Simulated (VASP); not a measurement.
# Ti: single point with PBE

Crystal: Ti.

```
CELL_PARAMETERS angstrom
2.44695 -3.65224 0.00000
2.44695 3.65224 0.00000
0.00000 0.00000 5.53191
ATOMIC_POSITIONS crystal
Ti 0.50000 0.00000 0.25000
Ti 0.00000 0.50000 0.75000
Ti 0.00000 0.50000 0.25000
Ti 0.50000 0.00000 0.75000
Ti 0.00000 0.00000 0.00000
```

```
Program                : VASP 6.6.1
Task                   : single point
Functional             : PBE
Potentials or basis    : VASP PAW PBE potentials, release 64 (Ti_sv)
Cutoff                 : 520 eV
k mesh                 : 4 × 4 × 4
Occupations            : gaussian, width 0.1 eV
Spin                   : no spin polarisation
Dipole correction      : no
Further INCAR settings : ALGO = Normal; EDIFF = 1e-07; NBANDS = 38
```

| Property | Result |
| --- | --- |
| Pressure | 5.8 GPa |
| Largest force | 0.469 eV/Å |
| Band gap on the k mesh | zero (bands 30 and 31 overlap by 0.48 eV) |

Forces on the atoms (eV/Å):
```
Ti   0.000  0.000  0.469
Ti   0.000  0.000 -0.469
Ti   0.000  0.000  0.469
Ti   0.000  0.000 -0.469
Ti   0.000  0.000  0.000
```

Stress tensor (GPa, compression positive):
```
10.45  0.00  0.00
 0.00  0.59  0.00
 0.00  0.00  6.37
```

Levels at points of the mesh, in eV from the Fermi level:
```tsv
k point	band 28	band 29	band 30	band 31	band 32	band 33
(0.00, 0.00, 0.00)	-0.46	-0.26	-0.21	0.09	0.13	0.54
(0.50, 0.00, 0.00)	-0.47	-0.18	0.09	0.16	0.46	0.78
(0.50, 0.50, 0.00)	-0.42	-0.41	-0.35	-0.28	0.40	0.66
(0.00, 0.00, 0.50)	-0.84	-0.81	-0.27	0.02	0.48	0.73
(0.50, 0.00, 0.50)	-0.09	0.00	0.10	0.10	0.51	1.15
(0.50, 0.50, 0.50)	-0.64	-0.27	-0.16	-0.05	0.02	0.74
```

Run time: 2.9 min on 1 thread of Intel Xeon 8259CL (shared host), peak memory 0.24 GiB.

Caveat: the k points lie up to 0.39 Å⁻¹ apart.
